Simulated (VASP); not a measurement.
Wanted: the native input for a VASP 6.6.1 run.

| Item | Value |
| --- | --- |
| Task | single point |
| Functional | LDA |
| Potentials or basis | VASP PAW LDA potentials, release 64 (B, As) |
| Cutoff | 500 eV |
| k mesh | 10 × 10 × 10 |
| Occupations | fermi-dirac, width 0.2 eV |
| Spin | no spin polarisation |
| Dipole correction | no |
| Further INCAR settings | ALGO = Normal; EDIFF = 1e-06; NBANDS = 11 |

The structure of BAs lies in POSCAR:

```
BAs
1.0
    0.0000000000      2.3885000000      2.3885000000
    2.4123850000      0.0000000000      2.3885000000
    2.4123850000      2.3885000000      0.0000000000
B As
1 1
Direct
    0.0000000000      0.0000000000      0.0000000000
    0.7500000000      0.7500000000      0.7500000000
```

This cell differs from its parent crystal: strain +0.0100 x Voigt [1, 0, 0, 0, 0, 0].

One way to write it, as run:

INCAR

```
SYSTEM = BAs
PREC = Accurate
ENCUT = 500
EDIFF = 1E-6
ISMEAR = -1
SIGMA = 0.2
LREAL = .False.
LASPH = .True.
NELM = 120
ALGO = Normal
ISIF = 2
LWAVE = .False.
LCHARG = .False.
NBANDS = 11
GGA_COMPAT = .False.
```

KPOINTS

```
Automatic mesh
0
Gamma
  10 10 10
  0 0 0
```

Potentials or basis: VASP PAW LDA potentials, release 64 (B, As).

The run is started by

```bash
$ cat potpaw_LDA.64/B/POTCAR potpaw_LDA.64/As/POTCAR > POTCAR
$ mpirun -np 1 vasp_std > vasp.out
```

Results of the run:

```
Pressure               : -4.4 GPa
Band gap on the k mesh : 1.06 eV (least direct gap 3.18 eV)
```

Caveat: the cell differs from its parent crystal (strain +0.0100 x Voigt [1, 0, 0, 0, 0, 0]); the cell stands under tension.

Run time: 29 s on 1 thread of Intel(R) Xeon(R) Platinum 8488C (Sapphire Rapids), with other jobs on the host, peak memory 0.16 GiB.
